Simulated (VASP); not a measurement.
# Ca2C (Fm-3m) in VASP: further runs

Ca2C is run at these levels: PBE, r2SCAN, HSE06; tasks: single point.

Everything below comes from runs of VASP 6.6.1. Logs are shortened: lines on timing, memory, paths and dates and some standing lists are left out, and cuts for length are marked.

**1. The cell of the first run**

Symmetry: Fm-3m, No. 225, cubic system. Conventional cell: a = 6.257 Å, b = 6.257 Å, c = 6.257 Å, α = 90.00°, β = 90.00°, γ = 90.00°. Within 3.6 Å of C (site symmetry m-3m) lie 8 Ca at 2.71 Å. Ca (site symmetry -43m) has 4 C at 2.71 Å and 6 Ca at 3.13 Å within 3.6 Å.

**2. Single point, PBE**

File INCAR:

```
SYSTEM = Ca2C
ALGO = Normal ; EDIFF = 1E-7
ENCUT = 520 ; GGA = PE
ISIF = 2 ; ISMEAR = 0
LASPH = .True. ; LCHARG = .False.
LREAL = .False. ; LWAVE = .False.
NBANDS = 19 ; NELM = 80
PREC = Accurate ; SIGMA = 0.01
```

File KPOINTS:

```
k-points
0
Gamma
  6 6 6
  0 0 0
```

File POSCAR:

```
Ca2C
1.0
    0.0000000000      3.1285803947      3.1285803947
    3.1285803947      0.0000000000      3.1285803947
    3.1285803947      3.1285803947      0.0000000000
C Ca
1 2
Direct
    0.0000000000      0.0000000000      0.0000000000
    0.2500000000      0.2500000000      0.2500000000
    0.7500000000      0.7500000000      0.7500000000
```

Potentials or basis: VASP PAW PBE potentials, release 64 (C, Ca_sv).

Command:

```sh
> cat potpaw_PBE.64/C/POTCAR potpaw_PBE.64/Ca_sv/POTCAR > POTCAR
> mpirun -np 1 vasp_std > vasp.out
```

OUTCAR:

```text
SYSTEM = Ca2C
   EDIFF = 1E-7
   ENCUT = 520
   GGA = PE
   ISIF = 2
   ISMEAR = 0
   LASPH = .True.
   LREAL = .False.
   NELM = 80
   PREC = Accurate

 ion  position               nearest neighbor table
   1  0.000  0.000  0.000-
   2  0.250  0.250  0.250-   3 3.13   3 3.13   3 3.13   3 3.13   3 3.13   3 3.13
   3  0.750  0.750  0.750-   2 3.13   2 3.13   2 3.13   2 3.13   2 3.13   2 3.13

  LATTYP: Found a face centered cubic cell.
 ALAT       =     6.2571607894

  Lattice vectors:

 A1 = (   0.0000000000,   3.1285803947,   3.1285803947)
 A2 = (   3.1285803947,   0.0000000000,   3.1285803947)
 A3 = (   3.1285803947,   3.1285803947,   0.0000000000)

Analysis of symmetry for initial positions (statically):
=====================================================================
 Subroutine PRICEL returns:
 Original cell was already a primitive cell.

 Routine SETGRP: Setting up the symmetry group for a
 face centered cubic supercell.

 Subroutine GETGRP returns: Found 48 space group operations
 (whereof 48 operations were pure point group operations)
 out of a pool of 48 trial point group operations.

The static configuration has the point symmetry O_h .

Analysis of symmetry for dynamics (positions and initial velocities):
=====================================================================
 Subroutine PRICEL returns:
 Original cell was already a primitive cell.

 Routine SETGRP: Setting up the symmetry group for a
 face centered cubic supercell.

 Subroutine GETGRP returns: Found 48 space group operations
 (whereof 48 operations were pure point group operations)
 out of a pool of 48 trial point group operations.

The dynamic configuration has the point symmetry O_h .

 Subroutine INISYM returns: Found 48 space group operations
 (whereof 48 operations are pure point group operations),
 and found     1 'primitive' translations

----------------------------------------------------------------------------------------

                                     Primitive cell

  volume of cell :      61.2452

  direct lattice vectors                    reciprocal lattice vectors
     0.000000000  3.128580395  3.128580395    -0.159816894  0.159816894  0.159816894
     3.128580395  0.000000000  3.128580395     0.159816894 -0.159816894  0.159816894
     3.128580395  3.128580395  0.000000000     0.159816894  0.159816894 -0.159816894

  length of vectors
[... 74 lines left out ...]
   NELM   =     80;   NELMIN=  2; NELMDL= -5     # of ELM steps
   EDIFF  = 0.1E-06   stopping-criterion for ELM
   LREAL  =      F    real-space projection
   EDIFFG = 0.1E-05   stopping-criterion for IOM
   NSW    =      0    number of steps for IOM
   IBRION =     -1    ionic relax: 0-MD 1-quasi-New 2-CG
   NFREE  =      0    steps in history (QN), initial steepest desc. (CG)
   ISIF   =      2    stress and relaxation
   ISYM   =      2    0-nonsym 1-usesym 2-fastsym
   POTIM  = 0.5000    time-step for ionic-motion
   TEBEG  =    0.0;   TEEND  =   0.0 temperature during run
   PSTRESS=    0.0 pullay stress
   NELECT =      24.0000    total number of electrons
   NUPDOWN=      -1.0000    fix difference up-down
   EMIN   =  10.00;   EMAX   =-10.00  energy-range for DOS
   EFERMI =   0.00;   METHOD = LEGACY
   ISMEAR =     0;   SIGMA  =   0.01  broadening in eV -4-tet -1-fermi 0-gaus
   EFERMI_NEDOS =   21; number of points for ismear=-14 and -15
   IALGO  =     38    algorithm
   IMIX   =      4    mixing-type and parameters
     AMIX     =   0.40;   BMIX     =  1.00
     AMIX_MAG =   1.60;   BMIX_MAG =  1.00
  volume/ion in A,a.u.               =      20.42       137.77
  Fermi-wavevector in a.u.,A,eV,Ry     =   1.197994  2.263880 19.526936  1.435189
  Thomas-Fermi vector in A             =   2.333894
   LORBIT       =      0    0 simple, 1 ext, 2 COOP (PROOUT), +10 PAW based schemes
   GGA     = PE    functional components
   LHFCALC =     F    Hartree Fock is set to
   AEXX    =    0.0000 exact exchange contribution
   IVDW    =     0    specifies the selected vdW correction
   LEPSILON=     F    determine dielectric tensor
   LRPA    =     F    only Hartree local field effects (RPA)
 non-spin polarized calculation
 Gauss-broadening in eV      SIGMA  =   0.01
  energy-cutoff  :      520.00
  volume of cell :       61.25
 maximum number of plane-waves:      1676
 NGX is ok and might be reduce to    36
   NGX = 17   NGY = 17   NGZ = 17

 number of electron      24.0000003 magnetization

 Free energy of the ion-electron system (eV)
  ---------------------------------------------------
  ext. energy  EPLUGINS =         0.00000000
  ---------------------------------------------------
  free energy    TOTEN  =       -12.06182110 eV

  energy without entropy =      -12.06182110  energy(sigma->0) =      -12.06182110

 E-fermi :   3.3586     XC(G=0):  -9.4874

 val. band max:        3.2551053254   @ k =   0.5000   0.5000   0.0000
 cond. band min:       3.4591960805   @ k =   0.5000   0.5000   0.0000
 fundamental gap:      0.2040907551
 Fermi energy:         3.3586446947

 k-point     1 :       0.0000    0.0000    0.0000
  band No.  band energies     occupation
      1     -37.0463      2.00000
      2     -36.8330      2.00000
      3     -18.2133      2.00000
      4     -18.2133      2.00000
      5     -18.2133      2.00000
      6     -17.7772      2.00000
[... 329 lines left out ...]
      6     -17.8702      2.00000
[... 11 lines left out ...]
     18       7.8361      0.00000
     19       8.7019      0.00000

------------------------ aborting loop because EDIFF is reached ----------------------------------------

  FORCE on cell =-STRESS in cart. coord.  units (eV):
  Direction    XX          YY          ZZ          XY          YZ          ZX
  --------------------------------------------------------------------------------------
  -------------------------------------------------------------------------------------
  Total        0.3525636      0.3525636      0.3525636     -0.0000000      0.0000000      0.0000000
  in kB        9.2230820      9.2230820      9.2230820     -0.0000000      0.0000000      0.0000000
  external PRESSURE =       9.2230820 kB  Pullay stress =       0.0000000 kB

 VOLUME and BASIS-vectors are now :
 -----------------------------------------------------------------------------
  energy-cutoff  :      520.00
  volume of cell :       61.25
      direct lattice vectors                 reciprocal lattice vectors
     0.000000000  3.128580395  3.128580395    -0.159816894  0.159816894  0.159816894
     3.128580395  0.000000000  3.128580395     0.159816894 -0.159816894  0.159816894
     3.128580395  3.128580395  0.000000000     0.159816894  0.159816894 -0.159816894

 POSITION                                       TOTAL-FORCE (eV/Angst)
 -----------------------------------------------------------------------------------
      0.00000      0.00000      0.00000        -0.000000     -0.000000      0.000000
      1.56429      1.56429      1.56429        -0.000000      0.000000      0.000000
      4.69287      4.69287      4.69287         0.000000     -0.000000     -0.000000
 -----------------------------------------------------------------------------------
    total drift:                                0.000000      0.000000      0.000000

  FREE ENERGIE OF THE ION-ELECTRON SYSTEM (eV)
  ---------------------------------------------------
  free  energy   TOTEN  =       -12.0618211007 eV

  energy  without entropy=      -12.0618211007  energy(sigma->0) =      -12.06182110
```

OSZICAR:

```text
N       E                     dE             d eps       ncg     rms          rms(c)
DAV:   1     0.205990029568E+03    0.20599E+03   -0.12385E+04   608   0.123E+03
DAV:   2     0.442191750103E+00   -0.20555E+03   -0.20248E+03   638   0.351E+02
DAV:   3    -0.143261001931E+02   -0.14768E+02   -0.14694E+02  1117   0.729E+01
DAV:   4    -0.147553794887E+02   -0.42928E+00   -0.42881E+00   864   0.128E+01
DAV:   5    -0.147671843153E+02   -0.11805E-01   -0.11804E-01   956   0.154E+00    0.896E+00
DAV:   6    -0.123275359280E+02    0.24396E+01   -0.25921E+01   747   0.129E+01    0.407E+00
DAV:   7    -0.121044624869E+02    0.22307E+00   -0.19928E+00   719   0.552E+00    0.186E+00
DAV:   8    -0.120648468547E+02    0.39616E-01   -0.20665E-01   804   0.302E+00    0.443E-01
DAV:   9    -0.120615677910E+02    0.32791E-02   -0.29975E-02   797   0.737E-01    0.200E-01
DAV:  10    -0.120617794195E+02   -0.21163E-03   -0.21526E-03   895   0.295E-01    0.494E-02
DAV:  11    -0.120618443722E+02   -0.64953E-04   -0.37496E-04   893   0.794E-02    0.346E-02
DAV:  12    -0.120618209510E+02    0.23421E-04   -0.17074E-04   821   0.700E-02    0.446E-03
DAV:  13    -0.120618211105E+02   -0.15946E-06   -0.59005E-06   864   0.142E-02    0.102E-03
DAV:  14    -0.120618211007E+02    0.97716E-08   -0.33937E-07   762   0.306E-03
   1 F= -.12061821E+02 E0= -.12061821E+02  d E =-.969043E-48
```

It took 36 s on 1 thread of Intel Xeon Platinum 8488C (Sapphire Rapids), shared host; peak memory 0.2 GiB.

Results:

```yaml
Free_energy: -12.0618 eV
Pressure: 0.9 GPa
Band_gap_on_the_k_mesh: 0.20 eV
```

**3. Single point, PBE**

File INCAR:

```
PREC = Accurate
ENCUT = 520
EDIFF = 1E-6
ISMEAR = 0
SIGMA = 0.01
LREAL = F
LASPH = T
NELM = 80
ALGO = Normal
ISIF = 2
LWAVE = F
LCHARG = F
GGA = PE
NBANDS = 19
```

File KPOINTS:

```
regular mesh
0
Gamma
  6 6 6
```

POSCAR is that of step 2.

Potentials or basis: VASP PAW PBE potentials, release 64 (C, Ca_sv).

Command:

```sh
> cat potpaw_PBE.64/C/POTCAR potpaw_PBE.64/Ca_sv/POTCAR > POTCAR
> mpirun -np 1 vasp_std > vasp.out
```

OUTCAR:

```text
PREC = Accurate
   ENCUT = 520
   EDIFF = 1E-6
   ISMEAR = 0
   LREAL = F
   LASPH = T
   NELM = 80
   ISIF = 2
   GGA = PE

 ion  position               nearest neighbor table
   1  0.000  0.000  0.000-
   2  0.250  0.250  0.250-   3 3.13   3 3.13   3 3.13   3 3.13   3 3.13   3 3.13
   3  0.750  0.750  0.750-   2 3.13   2 3.13   2 3.13   2 3.13   2 3.13   2 3.13

  LATTYP: Found a face centered cubic cell.
[... 536 lines left out ...]

  FORCE on cell =-STRESS in cart. coord.  units (eV):
  Direction    XX          YY          ZZ          XY          YZ          ZX
  --------------------------------------------------------------------------------------
  -------------------------------------------------------------------------------------
  Total        0.3526252      0.3526252      0.3526252      0.0000000     -0.0000000      0.0000000
  in kB        9.2246936      9.2246936      9.2246936      0.0000000     -0.0000000      0.0000000
  external PRESSURE =       9.2246936 kB  Pullay stress =       0.0000000 kB

 VOLUME and BASIS-vectors are now :
 -----------------------------------------------------------------------------
  energy-cutoff  :      520.00
  volume of cell :       61.25
      direct lattice vectors                 reciprocal lattice vectors
     0.000000000  3.128580395  3.128580395    -0.159816894  0.159816894  0.159816894
     3.128580395  0.000000000  3.128580395     0.159816894 -0.159816894  0.159816894
     3.128580395  3.128580395  0.000000000     0.159816894  0.159816894 -0.159816894

 POSITION                                       TOTAL-FORCE (eV/Angst)
 -----------------------------------------------------------------------------------
      0.00000      0.00000      0.00000         0.000000     -0.000000      0.000000
      1.56429      1.56429      1.56429         0.000000      0.000000     -0.000000
      4.69287      4.69287      4.69287        -0.000000     -0.000000      0.000000
 -----------------------------------------------------------------------------------
    total drift:                                0.000000      0.000000      0.000000

  FREE ENERGIE OF THE ION-ELECTRON SYSTEM (eV)
  ---------------------------------------------------
  free  energy   TOTEN  =       -12.0618211023 eV

  energy  without entropy=      -12.0618211023  energy(sigma->0) =      -12.06182110
```

OSZICAR:

```text
N       E                     dE             d eps       ncg     rms          rms(c)
DAV:   1     0.205990029568E+03    0.20599E+03   -0.12385E+04   608   0.123E+03
DAV:   2     0.442191750103E+00   -0.20555E+03   -0.20248E+03   638   0.351E+02
DAV:   3    -0.143261001931E+02   -0.14768E+02   -0.14694E+02  1117   0.729E+01
DAV:   4    -0.147553794887E+02   -0.42928E+00   -0.42881E+00   864   0.128E+01
DAV:   5    -0.147671843153E+02   -0.11805E-01   -0.11804E-01   956   0.154E+00    0.896E+00
DAV:   6    -0.123275359280E+02    0.24396E+01   -0.25921E+01   747   0.129E+01    0.407E+00
DAV:   7    -0.121044624869E+02    0.22307E+00   -0.19928E+00   719   0.552E+00    0.186E+00
DAV:   8    -0.120648468547E+02    0.39616E-01   -0.20665E-01   804   0.302E+00    0.443E-01
DAV:   9    -0.120615677910E+02    0.32791E-02   -0.29975E-02   797   0.737E-01    0.200E-01
DAV:  10    -0.120617794195E+02   -0.21163E-03   -0.21526E-03   895   0.295E-01    0.494E-02
DAV:  11    -0.120618443722E+02   -0.64953E-04   -0.37496E-04   893   0.794E-02    0.346E-02
DAV:  12    -0.120618209510E+02    0.23421E-04   -0.17074E-04   821   0.700E-02    0.446E-03
DAV:  13    -0.120618211023E+02   -0.15128E-06   -0.58185E-06   792   0.142E-02
   1 F= -.12061821E+02 E0= -.12061821E+02  d E =-.266836E-47
```

stdout:

```text
POSCAR found type information on POSCAR C Ca
 POSCAR found :  2 types and       3 ions
 scaLAPACK will be used
 LDA part: xc-table for (Slater+PW92), standard interpolation
 POSCAR, INCAR and KPOINTS ok, starting setup
 FFT: planning ... GRIDC
 FFT: planning ... GRID_SOFT
 FFT: planning ... GRID
 WAVECAR not read
 entering main loop
```

Run time: 26 s. Hardware: 1 thread of Intel Xeon Platinum 8488C (Sapphire Rapids), shared host; peak memory 0.2 GiB.

Results:

```
Free energy            : -12.0618 eV
Pressure               : 0.9 GPa
Band gap on the k mesh : 0.20 eV
```

Levels at points of the mesh, in eV from the valence-band top:
```tsv
k point	band 8	band 9	band 10	band 11	band 12	band 13	band 14	band 15	band 16	band 17
(0.00, 0.00, 0.00)	-21.03	-8.38	-1.07	-1.07	-1.07	0.80	1.86	1.86	5.80	5.80
(0.50, 0.00, 0.00)	-21.26	-7.76	-1.94	-0.41	-0.41	2.71	2.99	2.99	4.15	4.46
(0.50, 0.50, 0.00)	-20.92	-7.62	-2.01	0.00	0.00	0.20	2.48	2.70	4.74	4.74
```

A k mesh can miss the band edges.

(Continued in part 2 of 2.)
